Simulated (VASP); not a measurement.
Ga: single point with r2SCAN

Crystal: Ga.

```
Ga
1.0
     2.24697   -3.79274    0.00000
     2.24697    3.79274    0.00000
     0.00000    0.00000    4.51609
Ga
4
Direct
  0.65612 0.34388 0.41449
  0.84388 0.15612 0.91449
  0.34388 0.65612 0.58551
  0.15612 0.84388 0.08551
```

```json
{"Program": "VASP 6.6.1", "Task": "single point", "Functional": "r2SCAN", "Potentials or basis": "VASP PAW PBE potentials, release 64 (Ga_d)", "Cutoff": "520 eV", "k mesh": "12 × 12 × 10", "Occupations": "fermi-dirac, width 0.15 eV", "Spin": "no spin polarisation", "Dipole correction": "no", "Further INCAR settings": "ALGO = Normal; EDIFF = 1e-06; NBANDS = 34"}
```

* Pressure: 0.1 GPa
* Largest force: 0.010 eV/Å
* Band gap on the k mesh: zero (bands 26 and 27 overlap by 1.37 eV)

Forces on the atoms (eV/Å):
```
Ga   0.000  0.008 -0.007
Ga   0.000 -0.008 -0.007
Ga   0.000 -0.008  0.007
Ga   0.000  0.008  0.007
```

Stress tensor (GPa, compression positive):
```
0.11 0.00 0.00
0.00 0.13 0.00
0.00 0.00 0.02
```

Levels at points of the mesh, in eV from the Fermi level:
```
           k point  band 22  band 23  band 24  band 25  band 26  band 27  band 28  band 29  band 30  band 31
(0.00, 0.00, 0.00)    -4.42    -3.99    -1.91    -1.64    -0.77     0.96     1.16     1.29     5.52     5.71
(0.50, 0.00, 0.00)    -9.06    -3.55    -3.55    -1.56    -1.56     0.92     0.92     4.47     4.47     5.72
(0.50, 0.50, 0.00)    -7.58    -4.24    -3.54    -1.78    -1.69     1.16     1.33     3.67     4.01     4.40
(0.00, 0.00, 0.50)    -9.73    -0.10    -0.10     0.01     0.01     0.11     0.11     2.25     2.25     4.25
(0.50, 0.00, 0.50)    -7.54    -6.61    -6.61    -1.64    -1.64     0.77     0.77     7.65     7.65     8.28
(0.50, 0.50, 0.50)    -7.99    -5.57    -5.57    -1.41    -1.41    -0.91    -0.91     7.15     7.15     8.53
```

Run time: 73 min on 1 thread of Oxide Virtual Turin-like Processor (shared host), peak memory 0.53 GiB.

Caveat: the PAW data sets were made with another functional, which shifts forces and pressure a little.
